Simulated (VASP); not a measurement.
# C (P6_3/mmc) in VASP: single point with PBEsol

Aim: the single point of C with PBEsol.

Everything below comes from runs of VASP 6.6.1. Logs are shortened: lines on timing, memory, paths and dates and some standing lists are left out, and cuts for length are marked.

## (1) The cell of the first run

The structure is hexagonal, space group P6_3/mmc (No. 194). The conventional cell has a = 2.459 Å, b = 2.459 Å, c = 7.246 Å, α = 90.00°, β = 90.00°, γ = 120.00°. Within 1.9 Å of C (site symmetry -6m2) lie 3 C at 1.42 Å. Within 1.9 Å of C (site symmetry -6m2) lie 3 C at 1.42 Å.

## (2) Single point, PBEsol

File INCAR:

```
ALGO = Normal
EDIFF = 1E-6
ENCUT = 520
GGA = PS
ISIF = 2
ISMEAR = 0
LASPH = True
LCHARG = False
LREAL = False
LWAVE = False
NBANDS = 16
NELM = 80
PREC = Accurate
SIGMA = 0.15
```

File KPOINTS:

```
k-points
0
Gamma
  18 18 6
```

File POSCAR:

```
C
1.0
    2.4587330167      0.0000000000      0.0000000000
   -1.2293665084      2.1293252536      0.0000000000
    0.0000000000      0.0000000000      7.2458067263
C
4
Direct
    0.0000000000      0.0000000000      0.0025019706
    0.0000000000      0.0000000000      0.5025019706
    0.3333333333      0.6666666667      0.0024980294
    0.6666666667      0.3333333333      0.5024980294
```

Potentials or basis: VASP PAW PBE potentials, release 64 (C).

Started as:

```bash
> cat potpaw_PBE.64/C/POTCAR > POTCAR
> mpirun -np 1 vasp_std > vasp.out
```

OUTCAR:

```text
EDIFF = 1E-6
   ENCUT = 520
   GGA = PS
   ISIF = 2
   ISMEAR = 0
   LASPH = True
   LREAL = False
   NELM = 80
   PREC = Accurate

 ion  position               nearest neighbor table
   1  0.000  0.000  0.003-   3 1.42   3 1.42   3 1.42
   2  0.000  0.000  0.503-   4 1.42   4 1.42   4 1.42
   3  0.333  0.667  0.002-   1 1.42   1 1.42   1 1.42
   4  0.667  0.333  0.502-   2 1.42   2 1.42   2 1.42

  LATTYP: Found a hexagonal cell.
 ALAT       =     2.4587330167
 C/A-ratio  =     2.9469676769

  Lattice vectors:

 A1 = (   2.4587330167,   0.0000000000,   0.0000000000)
 A2 = (  -1.2293665084,   2.1293252536,   0.0000000000)
 A3 = (   0.0000000000,   0.0000000000,   7.2458067263)

Analysis of symmetry for initial positions (statically):
=====================================================================
 Subroutine PRICEL returns:
 Original cell was already a primitive cell.

 Routine SETGRP: Setting up the symmetry group for a
 hexagonal supercell.

 Subroutine GETGRP returns: Found 24 space group operations
 (whereof  6 operations were pure point group operations)
 out of a pool of 24 trial point group operations.

The static configuration has the point symmetry C_3v.
 The point group associated with its full space group is D_6h.

Analysis of symmetry for dynamics (positions and initial velocities):
=====================================================================
 Subroutine PRICEL returns:
 Original cell was already a primitive cell.

 Routine SETGRP: Setting up the symmetry group for a
 hexagonal supercell.

 Subroutine GETGRP returns: Found 24 space group operations
 (whereof  6 operations were pure point group operations)
 out of a pool of 24 trial point group operations.

The dynamic configuration has the point symmetry C_3v.
 The point group associated with its full space group is D_6h.

 Subroutine INISYM returns: Found 24 space group operations
 (whereof  6 operations are pure point group operations),
 and found     1 'primitive' translations

----------------------------------------------------------------------------------------

                                     Primitive cell

  volume of cell :      37.9350

  direct lattice vectors                    reciprocal lattice vectors
     2.458733017  0.000000000  0.000000000     0.406713536  0.234816170  0.000000000
    -1.229366508  2.129325254  0.000000000     0.000000000  0.469632339  0.000000000
     0.000000000  0.000000000  7.245806726     0.000000000  0.000000000  0.138010858

  length of vectors
     2.458733017  2.458733017  7.245806726     0.469632339  0.469632339  0.138010858

  position of ions in fractional coordinates (direct lattice)
     0.000000000  0.000000000  0.002501971
     0.000000000  0.000000000  0.502501971
     0.333333333  0.666666667  0.002498029
     0.666666667  0.333333333  0.502498029

  ion indices of the primitive-cell ions
   primitive index   ion index
                 1           1
                 2           2
                 3           3
                 4           4

----------------------------------------------------------------------------------------

 KPOINTS: k-points

Automatic generation of k-mesh.
 Grid dimensions read from file:
 generate k-points for:   18   18    6

 Generating k-lattice:

  Cartesian coordinates                     Fractional coordinates (reciprocal lattice)
     0.022595196  0.013045343  0.000000000     0.055555556  0.000000000  0.000000000
     0.000000000  0.026090686  0.000000000     0.000000000  0.055555556  0.000000000
     0.000000000  0.000000000  0.023001810     0.000000000  0.000000000  0.166666667

  Length of vectors
     0.026090686  0.026090686  0.023001810

  Shift w.r.t. Gamma in fractional coordinates (k-lattice)
     0.000000000  0.000000000  0.000000000

 Subroutine IBZKPT returns following result:
 ===========================================

 Found    148 irreducible k-points:

 Following reciprocal coordinates:
            Coordinates               Weight
  0.000000  0.000000  0.000000      1.000000
  0.055556  0.000000  0.000000      6.000000
  0.111111  0.000000  0.000000      6.000000
  0.166667  0.000000  0.000000      6.000000
  0.222222  0.000000  0.000000      6.000000
  0.277778 -0.000000  0.000000      6.000000
[... 16 lines left out ...]
  0.333333  0.111111  0.000000     12.000000
  0.388889  0.111111  0.000000     12.000000
 [... further k-points ...]
   k-points           NKPTS =    148   k-points in BZ     NKDIM =    148   number of bands    NBANDS=     16
   number of dos      NEDOS =    301   number of ions     NIONS =      4
   total plane-waves  NPLWV =  17496
   dimension x,y,z NGX =    18 NGY =   18 NGZ =   54
   dimension x,y,z NGXF=    36 NGYF=   36 NGZF=  108
   ions per type =               4
   NGX,Y,Z   is equivalent  to a cutoff of  12.17, 12.17, 12.39 a.u.
   NGXF,Y,Z  is equivalent  to a cutoff of  24.34, 24.34, 24.78 a.u.
 SYSTEM =  unknown system
   PREC   = accura    normal or accurate (medium, high low for compatibility)
   ISTART =      0    job   : 0-new  1-cont  2-samecut
   ICHARG =      2    charge: 1-file 2-atom 10-const
   ISPIN  =      1    spin polarized calculation?
   LNONCOLLINEAR =      F non collinear calculations
   LSORBIT =      F    spin-orbit coupling
   LASPH  =      T    aspherical Exc in radial PAW
   ENCUT  =  520.0 eV  38.22 Ry    6.18 a.u.   4.57  4.57 13.47*2*pi/ulx,y,z
   NELM   =     80;   NELMIN=  2; NELMDL= -5     # of ELM steps
   EDIFF  = 0.1E-05   stopping-criterion for ELM
   LREAL  =      F    real-space projection
   EDIFFG = 0.1E-04   stopping-criterion for IOM
   NSW    =      0    number of steps for IOM
   IBRION =     -1    ionic relax: 0-MD 1-quasi-New 2-CG
   NFREE  =      0    steps in history (QN), initial steepest desc. (CG)
   ISIF   =      2    stress and relaxation
   ISYM   =      2    0-nonsym 1-usesym 2-fastsym
   POTIM  = 0.5000    time-step for ionic-motion
   TEBEG  =    0.0;   TEEND  =   0.0 temperature during run
   PSTRESS=    0.0 pullay stress
   NELECT =      16.0000    total number of electrons
   NUPDOWN=      -1.0000    fix difference up-down
   EMIN   =  10.00;   EMAX   =-10.00  energy-range for DOS
   EFERMI =   0.00;   METHOD = LEGACY
   ISMEAR =     0;   SIGMA  =   0.15  broadening in eV -4-tet -1-fermi 0-gaus
   EFERMI_NEDOS =   21; number of points for ismear=-14 and -15
   IALGO  =     38    algorithm
   IMIX   =      4    mixing-type and parameters
     AMIX     =   0.40;   BMIX     =  1.00
     AMIX_MAG =   1.60;   BMIX_MAG =  1.00
  volume/ion in A,a.u.               =       9.48        64.00
  Fermi-wavevector in a.u.,A,eV,Ry     =   1.227726  2.320066 20.508213  1.507311
  Thomas-Fermi vector in A             =   2.362678
   LORBIT       =      0    0 simple, 1 ext, 2 COOP (PROOUT), +10 PAW based schemes
   GGA     = PS    functional components
   LHFCALC =     F    Hartree Fock is set to
   AEXX    =    0.0000 exact exchange contribution
   IVDW    =     0    specifies the selected vdW correction
   LEPSILON=     F    determine dielectric tensor
   LRPA    =     F    only Hartree local field effects (RPA)
 non-spin polarized calculation
 Gauss-broadening in eV      SIGMA  =   0.15
  energy-cutoff  :      520.00
  volume of cell :       37.94
 maximum number of plane-waves:      1046
   NGX =  9   NGY =  9   NGZ = 27

 number of electron      15.9999996 magnetization

 Free energy of the ion-electron system (eV)
  ---------------------------------------------------
  ext. energy  EPLUGINS =         0.00000000
  ---------------------------------------------------
  free energy    TOTEN  =       -38.57979032 eV

  energy without entropy =      -38.57852542  energy(sigma->0) =      -38.57915787

 E-fermi :   3.9970     XC(G=0): -10.0186

 val. band max:        3.9946776366   @ k =   0.3333   0.3333   0.5000
 cond. band min:       4.0007056580   @ k =   0.3333   0.3333   0.3333
 fundamental gap:      0.0060280215
 Fermi energy:         3.9969943219

 k-point     1 :       0.0000    0.0000    0.0000
  band No.  band energies     occupation
      1     -15.6217      2.00000
      2     -15.4560      2.00000
      3      -4.3370      2.00000
      4      -3.0001      2.00000
      5       1.0093      2.00000
      6       1.0093      2.00000
[... 8 lines left out ...]
     15      15.5138      0.00000
     16      15.6269      0.00000

 k-point     2 :       0.0556    0.0000    0.0000
  band No.  band energies     occupation
      1     -15.5479      2.00000
      2     -15.3830      2.00000
      3      -4.2471      2.00000
      4      -2.9145      2.00000
      5       0.7089      2.00000
      6       0.7206      2.00000
[... 8 lines left out ...]
     15      15.2501      0.00000
     16      15.3750      0.00000

 k-point     3 :       0.1111    0.0000    0.0000
  band No.  band energies     occupation
      1     -15.3268      2.00000
      2     -15.1646      2.00000
      3      -3.9785      2.00000
      4      -2.6586      2.00000
      5      -0.1156      2.00000
      6      -0.0955      2.00000
[... 8 lines left out ...]
     15      14.4975      0.00000
     16      14.6602      0.00000

 k-point     4 :       0.1667    0.0000    0.0000
  band No.  band energies     occupation
      1     -14.9596      2.00000
      2     -14.8015      2.00000
      3      -3.5336      2.00000
      4      -2.2363      2.00000
      5      -1.3001      2.00000
      6      -1.2690      2.00000
[... 8 lines left out ...]
     15      14.9133      0.00000
     16      14.9375      0.00000
[... 324 lines left out ...]
 k-point    22 :       0.2778    0.1111    0.0000
  band No.  band energies     occupation
      1     -12.7940      2.00000
      2     -12.6590      2.00000
      3      -5.5492      2.00000
      4      -5.4854      2.00000
      5      -2.6594      2.00000
      6      -2.6258      2.00000
[... 8 lines left out ...]
     15      17.6860      0.00000
     16      18.4705      0.00000

 k-point    23 :       0.3333    0.1111    0.0000
  band No.  band energies     occupation
      1     -11.8821      2.00000
      2     -11.7570      2.00000
      3      -6.9405      2.00000
      4      -6.8637      2.00000
      5      -3.0327      2.00000
      6      -2.9965      2.00000
[... 8 lines left out ...]
     15      17.6431      0.00000
     16      18.4195      0.00000

 k-point    24 :       0.3889    0.1111    0.0000
  band No.  band energies     occupation
      1     -10.8707      2.00000
      2     -10.7592      2.00000
      3      -8.2503      2.00000
      4      -8.1648      2.00000
      5      -3.2589      2.00000
      6      -3.2214      2.00000
[... 8 lines left out ...]
     15      16.5027      0.00000
     16      17.7354      0.00000

 [... further k-points ...]

------------------------ aborting loop because EDIFF is reached ----------------------------------------

  FORCE on cell =-STRESS in cart. coord.  units (eV):
  Direction    XX          YY          ZZ          XY          YZ          ZX
  --------------------------------------------------------------------------------------
  -------------------------------------------------------------------------------------
  Total        0.2479429      0.2479429     -0.0134208     -0.0000000     -0.0000000      0.0000000
  in kB       10.4718180     10.4718180     -0.5668262     -0.0000000     -0.0000000      0.0000000
  external PRESSURE =       6.7922699 kB  Pullay stress =       0.0000000 kB

 VOLUME and BASIS-vectors are now :
 -----------------------------------------------------------------------------
  energy-cutoff  :      520.00
  volume of cell :       37.94
      direct lattice vectors                 reciprocal lattice vectors
     2.458733017  0.000000000  0.000000000     0.406713536  0.234816170  0.000000000
    -1.229366508  2.129325254  0.000000000     0.000000000  0.469632339  0.000000000
     0.000000000  0.000000000  7.245806726     0.000000000  0.000000000  0.138010858

 POSITION                                       TOTAL-FORCE (eV/Angst)
 -----------------------------------------------------------------------------------
      0.00000      0.00000      0.01813        -0.000000      0.000000     -0.000000
      0.00000      0.00000      3.64103         0.000000     -0.000000     -0.000000
     -0.00000      1.41955      0.01810        -0.000000     -0.000000      0.000000
      1.22937      0.70978      3.64100         0.000000     -0.000000     -0.000000
 -----------------------------------------------------------------------------------
    total drift:                               -0.000000     -0.000000      0.034111

  FREE ENERGIE OF THE ION-ELECTRON SYSTEM (eV)
  ---------------------------------------------------
  free  energy   TOTEN  =       -38.5797903213 eV

  energy  without entropy=      -38.5785254160  energy(sigma->0) =      -38.57915787
```

Wall time 98 s (1 thread of Intel Xeon 8259CL, shared host); peak memory 0.19 GiB.

What came out:

```yaml
Free_energy: -38.5798 eV
Pressure: 0.7 GPa
Band_gap_on_the_k_mesh: zero (bands 8 and 9 overlap by 0.01 eV)
```

Stress tensor (GPa, compression positive):
```
 1.05  0.00  0.00
 0.00  1.05  0.00
 0.00  0.00 -0.06
```

Caveat: this functional lacks dispersion, which binds the layers, so the pressure and a relaxed spacing across them are unreliable; the PAW data sets were made with another functional, which shifts forces and pressure a little.
